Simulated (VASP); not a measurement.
# Ge (Fd-3m) in VASP: single point with PBEsol

Aim: the single point of Ge with PBEsol.

All numbers are computed with VASP 6.6.1; they aren't measurements. Logs are shortened: lines on timing, memory, paths and dates and some standing lists are left out, and cuts for length are marked.

### 1 The cell of the first run

It takes space group Fd-3m (No. 227, cubic). The conventional cell has a = 5.658 Å, b = 5.658 Å, c = 5.658 Å, α = 90.00°, β = 90.00°, γ = 90.00°. Within 3.2 Å of Ge (site symmetry -43m) lie 4 Ge at 2.45 Å.

### 2 Single point, PBEsol

INCAR reads:

```
SYSTEM = Ge
PREC = Accurate
ENCUT = 500
EDIFF = 1E-6
ISMEAR = 0
SIGMA = 0.01
LREAL = .FALSE.
LASPH = .TRUE.
NELM = 120
ALGO = Normal
ISIF = 2
LWAVE = .FALSE.
LCHARG = .FALSE.
GGA = PS
NBANDS = 21
GGA_COMPAT = .FALSE.
```

KPOINTS reads:

```
Automatic mesh
0
G
  2 2 2
  0 0 0
```

POSCAR reads:

```
Ge
1.0
    0.0000000000      2.8289100000      2.8289100000
    2.8289100000      0.0000000000      2.8289100000
    2.8289100000      2.8289100000      0.0000000000
Ge
2
Direct
    0.5000000000      0.5000000000      0.5000000000
    0.7500000000      0.7500000000      0.7500000000
```

Potentials or basis: VASP PAW PBE potentials, release 64 (Ge_d).

Run with:

```bash
> cat potpaw_PBE.64/Ge_d/POTCAR > POTCAR
> mpirun -np 1 vasp_std > vasp.out
```

OUTCAR:

```text
SYSTEM = Ge
   PREC = Accurate
   ENCUT = 500
   EDIFF = 1E-6
   ISMEAR = 0
   LREAL = .FALSE.
   LASPH = .TRUE.
   NELM = 120
   ISIF = 2
   GGA = PS

 ion  position               nearest neighbor table
   1  0.500  0.500  0.500-   2 2.45   2 2.45   2 2.45   2 2.45
   2  0.750  0.750  0.750-   1 2.45   1 2.45   1 2.45   1 2.45

  LATTYP: Found a face centered cubic cell.
 ALAT       =     5.6578200000

  Lattice vectors:

 A1 = (   0.0000000000,   2.8289100000,   2.8289100000)
 A2 = (   2.8289100000,   0.0000000000,   2.8289100000)
 A3 = (   2.8289100000,   2.8289100000,   0.0000000000)

Analysis of symmetry for initial positions (statically):
=====================================================================
 Subroutine PRICEL returns:
 Original cell was already a primitive cell.

 Routine SETGRP: Setting up the symmetry group for a
 face centered cubic supercell.

 Subroutine GETGRP returns: Found 48 space group operations
 (whereof 24 operations were pure point group operations)
 out of a pool of 48 trial point group operations.

The static configuration has the point symmetry T_d .
 The point group associated with its full space group is O_h .

Analysis of symmetry for dynamics (positions and initial velocities):
=====================================================================
 Subroutine PRICEL returns:
 Original cell was already a primitive cell.

 Routine SETGRP: Setting up the symmetry group for a
 face centered cubic supercell.

 Subroutine GETGRP returns: Found 48 space group operations
 (whereof 24 operations were pure point group operations)
 out of a pool of 48 trial point group operations.

The dynamic configuration has the point symmetry T_d .
 The point group associated with its full space group is O_h .

 Subroutine INISYM returns: Found 48 space group operations
 (whereof 24 operations are pure point group operations),
 and found     1 'primitive' translations

----------------------------------------------------------------------------------------

                                     Primitive cell

  volume of cell :      45.2780

  direct lattice vectors                    reciprocal lattice vectors
     0.000000000  2.828910000  2.828910000    -0.176746521  0.176746521  0.176746521
     2.828910000  0.000000000  2.828910000     0.176746521 -0.176746521  0.176746521
     2.828910000  2.828910000  0.000000000     0.176746521  0.176746521 -0.176746521

  length of vectors
[... 58 lines left out ...]
   ENCUT  =  500.0 eV  36.75 Ry    6.06 a.u.   7.29  7.29  7.29*2*pi/ulx,y,z
   NELM   =    120;   NELMIN=  2; NELMDL= -5     # of ELM steps
   EDIFF  = 0.1E-05   stopping-criterion for ELM
   LREAL  =      F    real-space projection
   EDIFFG = 0.1E-04   stopping-criterion for IOM
   NSW    =      0    number of steps for IOM
   IBRION =     -1    ionic relax: 0-MD 1-quasi-New 2-CG
   NFREE  =      0    steps in history (QN), initial steepest desc. (CG)
   ISIF   =      2    stress and relaxation
   ISYM   =      2    0-nonsym 1-usesym 2-fastsym
   POTIM  = 0.5000    time-step for ionic-motion
   TEBEG  =    0.0;   TEEND  =   0.0 temperature during run
   PSTRESS=    0.0 pullay stress
   NELECT =      28.0000    total number of electrons
   NUPDOWN=      -1.0000    fix difference up-down
   EMIN   =  10.00;   EMAX   =-10.00  energy-range for DOS
   EFERMI =   0.00;   METHOD = LEGACY
   ISMEAR =     0;   SIGMA  =   0.01  broadening in eV -4-tet -1-fermi 0-gaus
   EFERMI_NEDOS =   21; number of points for ismear=-14 and -15
   IALGO  =     38    algorithm
   IMIX   =      4    mixing-type and parameters
     AMIX     =   0.40;   BMIX     =  1.00
     AMIX_MAG =   1.60;   BMIX_MAG =  1.00
  volume/ion in A,a.u.               =      22.64       152.78
  Fermi-wavevector in a.u.,A,eV,Ry     =   1.394756  2.635708 26.468033  1.945346
  Thomas-Fermi vector in A             =   2.518275
   LORBIT       =      0    0 simple, 1 ext, 2 COOP (PROOUT), +10 PAW based schemes
   GGA     = PS    functional components
   LHFCALC =     F    Hartree Fock is set to
   AEXX    =    0.0000 exact exchange contribution
   IVDW    =     0    specifies the selected vdW correction
   LEPSILON=     F    determine dielectric tensor
   LRPA    =     F    only Hartree local field effects (RPA)
 non-spin polarized calculation
 Gauss-broadening in eV      SIGMA  =   0.01
  energy-cutoff  :      500.00
  volume of cell :       45.28
 maximum number of plane-waves:      1162
 NGX is ok and might be reduce to    30
   NGX = 15   NGY = 15   NGZ = 15

 number of electron      28.0000022 magnetization

 Free energy of the ion-electron system (eV)
  ---------------------------------------------------
  ext. energy  EPLUGINS =         0.00000000
  ---------------------------------------------------
  free energy    TOTEN  =        -6.87126761 eV

  energy without entropy =       -6.86993868  energy(sigma->0) =       -6.87060314

 E-fermi :   5.1559     XC(G=0):  -9.9159

 val. band max:        5.1459524303   @ k =   0.0000   0.0000   0.0000
 cond. band min:       5.1609750450   @ k =   0.0000   0.0000   0.0000
 fundamental gap:      0.0150226147
 Fermi energy:         5.1559256093

 k-point     1 :       0.0000    0.0000    0.0000
  band No.  band energies     occupation
      1     -19.5086      2.00000
      2     -19.5086      2.00000
      3     -19.5086      2.00000
      4     -19.4778      2.00000
      5     -19.4778      2.00000
      6     -19.2618      2.00000
[... 61 lines left out ...]
     20      16.7060      0.00000
     21      17.9095      0.00000

------------------------ aborting loop because EDIFF is reached ----------------------------------------

  FORCE on cell =-STRESS in cart. coord.  units (eV):
  Direction    XX          YY          ZZ          XY          YZ          ZX
  --------------------------------------------------------------------------------------
  -------------------------------------------------------------------------------------
  Total        2.1960539      2.1960539      2.1960539     -0.0000000      0.0000000      0.0000000
  in kB       77.7080829     77.7080829     77.7080829     -0.0000000      0.0000000      0.0000000
  external PRESSURE =      77.7080829 kB  Pullay stress =       0.0000000 kB

 VOLUME and BASIS-vectors are now :
 -----------------------------------------------------------------------------
  energy-cutoff  :      500.00
  volume of cell :       45.28
      direct lattice vectors                 reciprocal lattice vectors
     0.000000000  2.828910000  2.828910000    -0.176746521  0.176746521  0.176746521
     2.828910000  0.000000000  2.828910000     0.176746521 -0.176746521  0.176746521
     2.828910000  2.828910000  0.000000000     0.176746521  0.176746521 -0.176746521

 POSITION                                       TOTAL-FORCE (eV/Angst)
 -----------------------------------------------------------------------------------
      2.82891      2.82891      2.82891         0.000000      0.000000      0.000000
      4.24336      4.24336      4.24336        -0.000000     -0.000000     -0.000000
 -----------------------------------------------------------------------------------
    total drift:                                0.000000     -0.000000     -0.000000

  FREE ENERGIE OF THE ION-ELECTRON SYSTEM (eV)
  ---------------------------------------------------
  free  energy   TOTEN  =        -6.8712676052 eV

  energy  without entropy=       -6.8699386806  energy(sigma->0) =       -6.87060314
```

stdout:

```text
POSCAR found type information on POSCAR Ge
 POSCAR found :  1 types and       2 ions
 scaLAPACK will be used
 -----------------------------------------------------------------------------
|                                                                             |
|                                                                             |
|     You enforced a specific xc type in the INCAR file but a different       |
|     I HOPE YOU KNOW WHAT YOU ARE DOING!                                     |
|                                                                             |
 -----------------------------------------------------------------------------

 LDA part: xc-table for (Slater+PW92), standard interpolation
 POSCAR, INCAR and KPOINTS ok, starting setup
 FFT: planning ... GRIDC
 FFT: planning ... GRID_SOFT
 FFT: planning ... GRID
 WAVECAR not read
 entering main loop
```

It took 10 s on 1 thread of AMD EPYC 7R43 (Zen 3), shared host; peak memory 0.12 GiB.

What came out:

```
Free energy            : -6.8713 eV
Pressure               : 7.8 GPa
Band gap on the k mesh : 0.01 eV
```

Caveat: the k points lie up to 0.96 Å⁻¹ apart; the PAW data sets were made with another functional, which shifts forces and pressure a little. A k mesh can miss the band edges.
